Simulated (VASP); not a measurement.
Crystal: KNbO3.

```
K Nb O
1.0
     4.01297    0.00000    0.00000
     0.00000    4.01297    0.00000
     0.00000    0.00000    4.11029
K Nb O
1 1 3
Direct
  0.50000 0.50000 0.49995
  0.00000 0.00000 0.01492
  0.50000 0.00000 0.97414
  0.00000 0.50000 0.97414
  0.00000 0.00000 0.47165
```

Base run:

```yaml
Program: VASP 6.6.1
Functional: PBE
Potentials_or_basis: VASP PAW PBE potentials, release 64 (K_sv, Nb_sv, O)
Cutoff: 600 eV
k_mesh: 3 × 4 × 2, shifted
Occupations: gaussian, width 0.1 eV
Spin: no spin polarisation
```

Its results: band gap on the k mesh 1.96 eV (least direct gap 2.75 eV); pressure -0.6 GPa; largest force 0.355 eV/Å.

Q: After a change of settings the same cell gave: band gap on the k mesh 1.57 eV (least direct gap 2.30 eV); pressure -0.4 GPa; largest force 1.369 eV/Å. Which change was it?
A. k mesh from 3 × 4 × 2, shifted to 3 × 3 × 3, through Γ; further incar settings from ALGO = Normal; EDIFF = 1e-06; NBANDS = 28; ISYM = 0 to ALGO = Normal; EDIFF = 1e-06; NBANDS = 28
B. k mesh from 3 × 4 × 2, shifted to 3 × 3 × 1, shifted
C. k mesh from 3 × 4 × 2, shifted to 2 × 5 × 3, through Γ

A: C.

Caveats: some runs use coarse meshes; a shifted mesh leaves out Γ, where band edges can lie (at least some runs); forces of over 1 eV/Å act on the atoms, so gaps and moduli don't describe the material at rest (at least some runs).
